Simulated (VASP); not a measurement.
# CoSi (P2_13) in VASP: further runs, part 3 of 3

VASP 6.6.1.

## (5) Single point, PBEsol (11.18 Å³/atom)

This run uses another cell than the first one, of 11.18 Å³/atom.

File INCAR:

```
SYSTEM = CoSi
ALGO = Normal
EDIFF = 1E-6
ENCUT = 520
GGA = PS
ISIF = 2
ISMEAR = 0
LASPH = .TRUE.
LCHARG = .TRUE.
LELF = .TRUE.
LREAL = .FALSE.
LVHAR = .TRUE.
LWAVE = .FALSE.
NBANDS = 36
NELM = 100
PREC = Accurate
SIGMA = 0.1
```

File KPOINTS:

```
k-points
0
G
  8 8 8
  0 0 0
```

File POSCAR:

```
CoSi
1.0
    4.4718439383      0.0000000000      0.0000000000
    0.0000000000      4.4718439383      0.0000000000
    0.0000000000      0.0000000000      4.4718439383
Co Si
4 4
Direct
    0.1429957551      0.1429957551      0.1429957551
    0.3570042449      0.8570042449      0.6429957551
    0.6429957551      0.3570042449      0.8570042449
    0.8570042449      0.6429957551      0.3570042449
    0.8424401126      0.8424401126      0.8424401126
    0.6575598874      0.1575598874      0.3424401126
    0.3424401126      0.6575598874      0.1575598874
    0.1575598874      0.3424401126      0.6575598874
```

Potentials or basis: VASP PAW PBE potentials, release 64 (Co, Si).

Launch:

```
$ cat potpaw_PBE.64/Co/POTCAR potpaw_PBE.64/Si/POTCAR > POTCAR
$ mpirun -np 1 vasp_std > vasp.out
```

OUTCAR:

```text
SYSTEM = CoSi
   EDIFF = 1E-6
   ENCUT = 520
   GGA = PS
   ISIF = 2
   ISMEAR = 0
   LASPH = .TRUE.
   LREAL = .FALSE.
   NELM = 100
   PREC = Accurate

 ion  position               nearest neighbor table
   1  0.143  0.143  0.143-   5 2.33   6 2.35   7 2.35   8 2.35   7 2.47   8 2.47   6 2.47   3 2.75
                             4 2.75   2 2.75   2 2.75   4 2.75   3 2.75
   2  0.357  0.857  0.643-   6 2.33   5 2.35   7 2.35   8 2.35   7 2.47   8 2.47   5 2.47   1 2.75
                             1 2.75   3 2.75   3 2.75   4 2.75   4 2.75
   3  0.643  0.357  0.857-   7 2.33   6 2.35   5 2.35   8 2.35   8 2.47   6 2.47   5 2.47   1 2.75
                             4 2.75   2 2.75   2 2.75   4 2.75   1 2.75
   4  0.857  0.643  0.357-   8 2.33   6 2.35   7 2.35   5 2.35   6 2.47   5 2.47   7 2.47   1 2.75
                             3 2.75   2 2.75   1 2.75   2 2.75   3 2.75
   5  0.842  0.842  0.842-   1 2.33   2 2.35   3 2.35   4 2.35   3 2.47   4 2.47   2 2.47   6 2.77
                             7 2.77   8 2.77   6 2.77   8 2.77   7 2.77
   6  0.658  0.158  0.342-   2 2.33   1 2.35   3 2.35   4 2.35   3 2.47   4 2.47   1 2.47   8 2.77
                             5 2.77   5 2.77   7 2.77   7 2.77   8 2.77
   7  0.342  0.658  0.158-   3 2.33   2 2.35   1 2.35   4 2.35   4 2.47   2 2.47   1 2.47   8 2.77
                             5 2.77   8 2.77   6 2.77   6 2.77   5 2.77
   8  0.158  0.342  0.658-   4 2.33   2 2.35   3 2.35   1 2.35   2 2.47   1 2.47   3 2.47   7 2.77
                             5 2.77   7 2.77   5 2.77   6 2.77   6 2.77

  LATTYP: Found a simple cubic cell.
 ALAT       =     4.4718439383

  Lattice vectors:

 A1 = (   4.4718439383,   0.0000000000,   0.0000000000)
 A2 = (   0.0000000000,   4.4718439383,   0.0000000000)
 A3 = (   0.0000000000,   0.0000000000,   4.4718439383)

Analysis of symmetry for initial positions (statically):
=====================================================================
 Subroutine PRICEL returns:
 Original cell was already a primitive cell.

 Routine SETGRP: Setting up the symmetry group for a
 simple cubic supercell.

 Subroutine GETGRP returns: Found 12 space group operations
 (whereof  3 operations were pure point group operations)
 out of a pool of 48 trial point group operations.

The static configuration has the point symmetry C_3 .
 The point group associated with its full space group is T   .

Analysis of symmetry for dynamics (positions and initial velocities):
=====================================================================
 Subroutine PRICEL returns:
 Original cell was already a primitive cell.

 Routine SETGRP: Setting up the symmetry group for a
 simple cubic supercell.

 Subroutine GETGRP returns: Found 12 space group operations
 (whereof  3 operations were pure point group operations)
 out of a pool of 48 trial point group operations.

The dynamic configuration has the point symmetry C_3 .
 The point group associated with its full space group is T   .

 Subroutine INISYM returns: Found 12 space group operations
 (whereof  3 operations are pure point group operations),
 and found     1 'primitive' translations

----------------------------------------------------------------------------------------

                                     Primitive cell

  volume of cell :      89.4252

  direct lattice vectors                    reciprocal lattice vectors
     4.471843938  0.000000000  0.000000000     0.223621400  0.000000000  0.000000000
[... 60 lines left out ...]
  0.125000  0.125000  0.000000     12.000000
[... 16 lines left out ...]
  0.250000  0.125000  0.125000     24.000000
  0.375000  0.125000  0.125000     24.000000
 [... further k-points ...]
   k-points           NKPTS =     45   k-points in BZ     NKDIM =     45   number of bands    NBANDS=     36
   number of dos      NEDOS =    301   number of ions     NIONS =      8
   total plane-waves  NPLWV =  46656
   dimension x,y,z NGX =    36 NGY =   36 NGZ =   36
   dimension x,y,z NGXF=    72 NGYF=   72 NGZF=   72
   ions per type =               4   4
   NGX,Y,Z   is equivalent  to a cutoff of  13.38, 13.38, 13.38 a.u.
   NGXF,Y,Z  is equivalent  to a cutoff of  26.77, 26.77, 26.77 a.u.
 SYSTEM =  CoSi
   PREC   = accura    normal or accurate (medium, high low for compatibility)
   ISTART =      0    job   : 0-new  1-cont  2-samecut
   ICHARG =      2    charge: 1-file 2-atom 10-const
   ISPIN  =      1    spin polarized calculation?
   LNONCOLLINEAR =      F non collinear calculations
   LSORBIT =      F    spin-orbit coupling
   LASPH  =      T    aspherical Exc in radial PAW
   ENCUT  =  520.0 eV  38.22 Ry    6.18 a.u.   8.31  8.31  8.31*2*pi/ulx,y,z
   NELM   =    100;   NELMIN=  2; NELMDL= -5     # of ELM steps
   EDIFF  = 0.1E-05   stopping-criterion for ELM
   LREAL  =      F    real-space projection
   EDIFFG = 0.1E-04   stopping-criterion for IOM
   NSW    =      0    number of steps for IOM
   IBRION =     -1    ionic relax: 0-MD 1-quasi-New 2-CG
   NFREE  =      0    steps in history (QN), initial steepest desc. (CG)
   ISIF   =      2    stress and relaxation
   ISYM   =      2    0-nonsym 1-usesym 2-fastsym
   POTIM  = 0.5000    time-step for ionic-motion
   TEBEG  =    0.0;   TEEND  =   0.0 temperature during run
   PSTRESS=    0.0 pullay stress
   NELECT =      52.0000    total number of electrons
   NUPDOWN=      -1.0000    fix difference up-down
   EMIN   =  10.00;   EMAX   =-10.00  energy-range for DOS
   EFERMI =   0.00;   METHOD = LEGACY
   ISMEAR =     0;   SIGMA  =   0.10  broadening in eV -4-tet -1-fermi 0-gaus
   EFERMI_NEDOS =   21; number of points for ismear=-14 and -15
   IALGO  =     38    algorithm
   IMIX   =      4    mixing-type and parameters
     AMIX     =   0.40;   BMIX     =  1.00
     AMIX_MAG =   1.60;   BMIX_MAG =  1.00
  volume/ion in A,a.u.               =      11.18        75.43
  Fermi-wavevector in a.u.,A,eV,Ry     =   1.366436  2.582190 25.404083  1.867147
  Thomas-Fermi vector in A             =   2.492577
   LORBIT       =      0    0 simple, 1 ext, 2 COOP (PROOUT), +10 PAW based schemes
   GGA     = PS    functional components
   LHFCALC =     F    Hartree Fock is set to
   AEXX    =    0.0000 exact exchange contribution
   IVDW    =     0    specifies the selected vdW correction
   LEPSILON=     F    determine dielectric tensor
   LRPA    =     F    only Hartree local field effects (RPA)
 non-spin polarized calculation
 Gauss-broadening in eV      SIGMA  =   0.10
  energy-cutoff  :      520.00
  volume of cell :       89.43
 maximum number of plane-waves:      2469
 NGX is ok and might be reduce to    36
   NGX = 17   NGY = 17   NGZ = 17

 number of electron      52.0000009 magnetization

 Free energy of the ion-electron system (eV)
  ---------------------------------------------------
  ext. energy  EPLUGINS =         0.00000000
  ---------------------------------------------------
  free energy    TOTEN  =       -59.62742512 eV

  energy without entropy =      -59.61999409  energy(sigma->0) =      -59.62370960

 E-fermi :  11.5965     XC(G=0): -12.8331

 val. band max:       11.5726344629   @ k =   0.5000   0.5000   0.3750
 cond. band min:      11.7057941399   @ k =   0.5000   0.3750   0.3750
 fundamental gap:      0.1331596771
 Fermi energy:        11.5965228014

 k-point     1 :       0.0000    0.0000    0.0000
  band No.  band energies     occupation
      1      -1.8582      2.00000
      2       3.5479      2.00000
      3       3.5479      2.00000
      4       3.5479      2.00000
      5       6.2189      2.00000
      6       6.2189      2.00000
[... 925 lines left out ...]
     35      16.3132      0.00000
     36      17.0726      0.00000

 [... further k-points ...]
[... 5 lines left out ...]
  --------------------------------------------------------------------------------------
  -------------------------------------------------------------------------------------
  Total       -6.7216144     -6.7216144     -6.7216144      0.0000000      0.0000000      0.0000000
  in kB     -120.4271086   -120.4271086   -120.4271086      0.0000000      0.0000000      0.0000000
  external PRESSURE =    -120.4271086 kB  Pullay stress =       0.0000000 kB

 VOLUME and BASIS-vectors are now :
 -----------------------------------------------------------------------------
  energy-cutoff  :      520.00
  volume of cell :       89.43
      direct lattice vectors                 reciprocal lattice vectors
     4.471843938  0.000000000  0.000000000     0.223621400  0.000000000  0.000000000
     0.000000000  4.471843938  0.000000000     0.000000000  0.223621400  0.000000000
     0.000000000  0.000000000  4.471843938     0.000000000  0.000000000  0.223621400

 POSITION                                       TOTAL-FORCE (eV/Angst)
 -----------------------------------------------------------------------------------
      0.63945      0.63945      0.63945         0.007929      0.007929      0.007929
      1.59647      3.83239      2.87538        -0.007929     -0.007929      0.007929
      2.87538      1.59647      3.83239         0.007929     -0.007929     -0.007929
      3.83239      2.87538      1.59647        -0.007929      0.007929     -0.007929
      3.76726      3.76726      3.76726        -0.003249     -0.003249     -0.003249
      2.94051      0.70458      1.53134         0.003249      0.003249     -0.003249
      1.53134      2.94051      0.70458        -0.003249      0.003249      0.003249
      0.70458      1.53134      2.94051         0.003249     -0.003249      0.003249
 -----------------------------------------------------------------------------------
    total drift:                               -0.000000      0.000000      0.000000

  FREE ENERGIE OF THE ION-ELECTRON SYSTEM (eV)
  ---------------------------------------------------
  free  energy   TOTEN  =       -59.6274251193 eV

  energy  without entropy=      -59.6199940903  energy(sigma->0) =      -59.62370960
```

Wall time 92 s (1 thread of Intel Xeon Platinum 8488C (Sapphire Rapids), shared host); peak memory 0.26 GiB.

What came out:

```yaml
Free_energy: -59.6274 eV
Pressure: -12.0 GPa
Largest_force: 0.014 eV/Å
Band_gap_on_the_k_mesh: zero (bands 26 and 27 overlap by 0.21 eV)
```

Forces on the atoms (eV/Å):
```
Co   0.008  0.008  0.008
Co  -0.008 -0.008  0.008
Co   0.008 -0.008 -0.008
Co  -0.008  0.008 -0.008
Si  -0.003 -0.003 -0.003
Si   0.003  0.003 -0.003
Si  -0.003  0.003  0.003
Si   0.003 -0.003  0.003
```

Levels at points of the mesh, in eV from the Fermi level:
| k point | band 22 | band 23 | band 24 | band 25 | band 26 | band 27 | band 28 | band 29 | band 30 | band 31 |
| --- | --- | --- | --- | --- | --- | --- | --- | --- | --- | --- |
| (0.00, 0.00, 0.00) | -0.89 | -0.76 | -0.76 | -0.02 | -0.02 | -0.02 | 2.37 | 2.37 | 2.37 | 2.84 |
| (0.50, 0.00, 0.00) | -1.02 | -0.65 | -0.65 | -0.48 | -0.48 | 0.96 | 0.96 | 1.39 | 1.39 | 4.17 |
| (0.50, 0.50, 0.00) | -1.46 | -0.98 | -0.98 | -0.05 | -0.05 | 0.54 | 0.54 | 1.89 | 1.89 | 2.40 |
| (0.50, 0.50, 0.50) | -1.19 | -1.19 | -1.19 | -0.23 | -0.23 | -0.23 | -0.23 | 5.20 | 5.20 | 5.20 |

Caveat: the cell stands under tension; the PAW data sets were made with another functional, which shifts forces and pressure a little; the run has no spin polarisation, though such a crystal can be magnetic.

## (6) Single point, PBEsol (11.60 Å³/atom)

This run uses another cell than the first one, of 11.60 Å³/atom.

File INCAR:

```
SYSTEM = CoSi
ALGO = Normal
EDIFF = 1E-6
ENCUT = 520
GGA = PS
ISIF = 2
ISMEAR = 0
LASPH = .True.
LCHARG = .False.
LREAL = .False.
LWAVE = .False.
NBANDS = 36
NELM = 100
PREC = Accurate
SIGMA = 0.1
```

File KPOINTS:

```
k-points
0
Gamma
  8 8 8
  0 0 0
```

File POSCAR:

```
CoSi
1.0
    4.5274004754      0.0000000000      0.0000000000
    0.0000000000      4.5274004754      0.0000000000
    0.0000000000      0.0000000000      4.5274004754
Co Si
4 4
Direct
    0.1402528944      0.1402528944      0.1402528944
    0.3597471056      0.8597471056      0.6402528944
    0.6402528944      0.3597471056      0.8597471056
    0.8597471056      0.6402528944      0.3597471056
    0.8414574677      0.8414574677      0.8414574677
    0.6585425323      0.1585425323      0.3414574677
    0.3414574677      0.6585425323      0.1585425323
    0.1585425323      0.3414574677      0.6585425323
```

Potentials or basis: VASP PAW PBE potentials, release 64 (Co, Si).

Launch:

```
$ cat potpaw_PBE.64/Co/POTCAR potpaw_PBE.64/Si/POTCAR > POTCAR
$ mpirun -np 1 vasp_std > vasp.out
```

OUTCAR:

```text
SYSTEM = CoSi
   EDIFF = 1E-6
   ENCUT = 520
   GGA = PS
   ISIF = 2
   ISMEAR = 0
   LASPH = .True.
   LREAL = .False.
   NELM = 100
   PREC = Accurate

 ion  position               nearest neighbor table
   1  0.140  0.140  0.140-   5 2.34   6 2.36   7 2.36   8 2.36   7 2.52   8 2.52   6 2.52   3 2.78
                             4 2.78   2 2.78   2 2.78   4 2.78   3 2.78
   2  0.360  0.860  0.640-   6 2.34   5 2.36   7 2.36   8 2.36   7 2.52   8 2.52   5 2.52   1 2.78
                             1 2.78   3 2.78   3 2.78   4 2.78   4 2.78
   3  0.640  0.360  0.860-   7 2.34   6 2.36   5 2.36   8 2.36   8 2.52   6 2.52   5 2.52   1 2.78
                             4 2.78   2 2.78   2 2.78   4 2.78   1 2.78
   4  0.860  0.640  0.360-   8 2.34   6 2.36   7 2.36   5 2.36   6 2.52   5 2.52   7 2.52   1 2.78
[... 1161 lines left out ...]
  external PRESSURE =    -179.3968203 kB  Pullay stress =       0.0000000 kB

 VOLUME and BASIS-vectors are now :
 -----------------------------------------------------------------------------
  energy-cutoff  :      520.00
  volume of cell :       92.80
      direct lattice vectors                 reciprocal lattice vectors
     4.527400475  0.000000000  0.000000000     0.220877302  0.000000000  0.000000000
     0.000000000  4.527400475  0.000000000     0.000000000  0.220877302  0.000000000
     0.000000000  0.000000000  4.527400475     0.000000000  0.000000000  0.220877302

 POSITION                                       TOTAL-FORCE (eV/Angst)
 -----------------------------------------------------------------------------------
      0.63498      0.63498      0.63498         0.006551      0.006551      0.006551
      1.62872      3.89242      2.89868        -0.006551     -0.006551      0.006551
      2.89868      1.62872      3.89242         0.006551     -0.006551     -0.006551
      3.89242      2.89868      1.62872        -0.006551      0.006551     -0.006551
      3.80961      3.80961      3.80961         0.002647      0.002647      0.002647
      2.98149      0.71779      1.54591        -0.002647     -0.002647      0.002647
      1.54591      2.98149      0.71779         0.002647     -0.002647     -0.002647
      0.71779      1.54591      2.98149        -0.002647      0.002647     -0.002647
 -----------------------------------------------------------------------------------
    total drift:                                0.000000     -0.000000      0.000000

  FREE ENERGIE OF THE ION-ELECTRON SYSTEM (eV)
  ---------------------------------------------------
  free  energy   TOTEN  =       -59.3077734547 eV

  energy  without entropy=      -59.2994348372  energy(sigma->0) =      -59.30360415
```

stdout:

```text
POSCAR found type information on POSCAR CoSi
 POSCAR found :  2 types and       8 ions
 scaLAPACK will be used
 -----------------------------------------------------------------------------
|                                                                             |
|                                                                             |
|     You enforced a specific xc type in the INCAR file but a different       |
|     I HOPE YOU KNOW WHAT YOU ARE DOING!                                     |
|                                                                             |
 -----------------------------------------------------------------------------

 LDA part: xc-table for (Slater+PW92), standard interpolation
 POSCAR, INCAR and KPOINTS ok, starting setup
 FFT: planning ... GRIDC
 FFT: planning ... GRID_SOFT
 FFT: planning ... GRID
 WAVECAR not read
 entering main loop
```

Wall time 87 s (1 thread of Intel Xeon Platinum 8488C (Sapphire Rapids), shared host); peak memory 0.26 GiB.

What came out:

| Quantity | Value |
| --- | --- |
| Free energy | -59.3078 eV |
| Pressure | -17.9 GPa |
| Largest force | 0.011 eV/Å |
| Band gap on the k mesh | zero (bands 26 and 27 overlap by 0.19 eV) |

Forces in eV/Å, atoms in the order of the input:
```
Co   0.007  0.007  0.007
Co  -0.007 -0.007  0.007
Co   0.007 -0.007 -0.007
Co  -0.007  0.007 -0.007
Si   0.003  0.003  0.003
Si  -0.003 -0.003  0.003
Si   0.003 -0.003 -0.003
Si  -0.003  0.003 -0.003
```

Caveat: the cell stands under tension; the PAW data sets were made with another functional, which shifts forces and pressure a little; the run has no spin polarisation, though such a crystal can be magnetic.

## (7) The runs side by side

```csv
cell,gap on the mesh (eV),pressure (GPa),largest force (eV/Å)
"a = 4.429 Å, 8 atoms, atomic positions A",none,-6.5,0.01
"a = 4.438 Å, 8 atoms, atomic positions B",none,-7.0,0.24
"a = 4.438 Å, 8 atoms, atomic positions A",none,-7.7,0.01
"a = 4.472 Å, 8 atoms, atomic positions C",none,-12.0,0.01
"a = 4.527 Å, 8 atoms, atomic positions D",none,-17.9,0.01
```

Alike in all rows: task single point; level PBEsol; potentials or basis VASP PAW PBE potentials, release 64 (Co, Si); no spin polarisation; k mesh 8 × 8 × 8; cutoff (eV) 520; smearing gaussian 0.1 eV.

Caveats: the cell stands under tension; the PAW data sets were made with another functional, which shifts forces and pressure a little; the run has no spin polarisation, though such a crystal can be magnetic.

Absolute energies hang on the potentials; compare differences alone.
